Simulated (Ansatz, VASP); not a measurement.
Two plane-wave programs on CoSi2

```
Co Si
1.0
     0.00000    2.71324    2.71324
     2.71324    0.00000    2.71324
     2.71324    2.71324    0.00000
Co Si
1 2
Direct
  0.00000 0.00000 0.00000
  0.75000 0.75000 0.75000
  0.25000 0.25000 0.25000
```

Alike in both runs: task single point; functional BLYP; dispersion D4; k mesh 9 × 9 × 9; occupations tetrahedron; collinear spin; fixed moment 4 μB.

|  | VASP | Ansatz |
| --- | --- | --- |
| version | VASP 6.6.1 | Ansatz 0.2.0 |
| potentials or method | VASP PAW PBE potentials, release 64 (Co, Si) | Ansatz PAW |
| plane-wave cutoff (eV) | 520 | 420 |
| valence electrons in the cell | 17 | 25 |

|  | VASP | Ansatz | Ansatz less VASP |
| --- | --- | --- | --- |
| pressure (GPa) | 25.0 | 24.5 | -0.45 |
| net moment per atom (μB) | 1.33 | 1.33 | 0.000 |
| size of the moment on the site where the two differ most (μB) | 2.28 | 2.16 | -0.123 |

VASP's potentials were made for PBE, not for BLYP. Site moments also hang on the region over which each program counts them. VASP's potentials hold 17 valence electrons a cell and Ansatz's 25, so a difference there can come from the potentials and not from the codes.
